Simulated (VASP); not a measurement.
**WC (Qusongite): single point with LDA**

The system is WC (Qusongite).

```
CELL_PARAMETERS angstrom
2.96350 0.00000 0.00000
-1.48175 2.56647 0.00000
0.00000 0.00000 2.89223
ATOMIC_POSITIONS crystal
W 0.00000 0.00000 0.00000
C 0.66667 0.33333 0.50000
```

| Property | Result |
| --- | --- |
| Program | VASP 6.6.1 |
| Task | single point |
| Functional | LDA |
| Potentials or basis | VASP PAW LDA potentials, release 64 (W_sv, C) |
| Cutoff | 520 eV |
| k mesh | 10 × 10 × 9 |
| Occupations | fermi-dirac, width 0.05 eV |
| Spin | no spin polarisation |
| Dipole correction | no |
| Further INCAR settings | ALGO = Normal; EDIFF = 1e-07; NBANDS = 16 |

```yaml
Pressure: -27.5 GPa
Band_gap_on_the_k_mesh: zero (band 9 reaches 10.78 eV, above the bottom of band 10 at 9.64 eV)
```

Stress tensor (GPa, compression positive):
```
-25.68   0.00   0.00
  0.00 -25.68   0.00
  0.00   0.00 -31.07
```

Levels at points of the mesh, in eV from the Fermi level:
| k point | band 5 | band 6 | band 7 | band 8 | band 9 | band 10 | band 11 | band 12 | band 13 | band 14 |
| --- | --- | --- | --- | --- | --- | --- | --- | --- | --- | --- |
| (0.00, 0.00, 0.00) | -13.83 | -4.00 | -3.10 | -3.10 | 0.11 | 2.92 | 2.92 | 5.29 | 5.29 | 6.10 |
| (0.50, 0.00, 0.00) | -10.65 | -6.69 | -3.38 | -3.30 | -0.40 | 2.12 | 4.16 | 4.49 | 6.47 | 9.31 |

It took 14 s on 1 thread of Intel(R) Xeon(R) Platinum 8259CL CPU @ 2.50GHz (Skylake/Cascade Lake) (shared host), peak memory 0.14 GiB.

Caveat: spin-orbit coupling is left out, which moves the levels of the heavy elements.
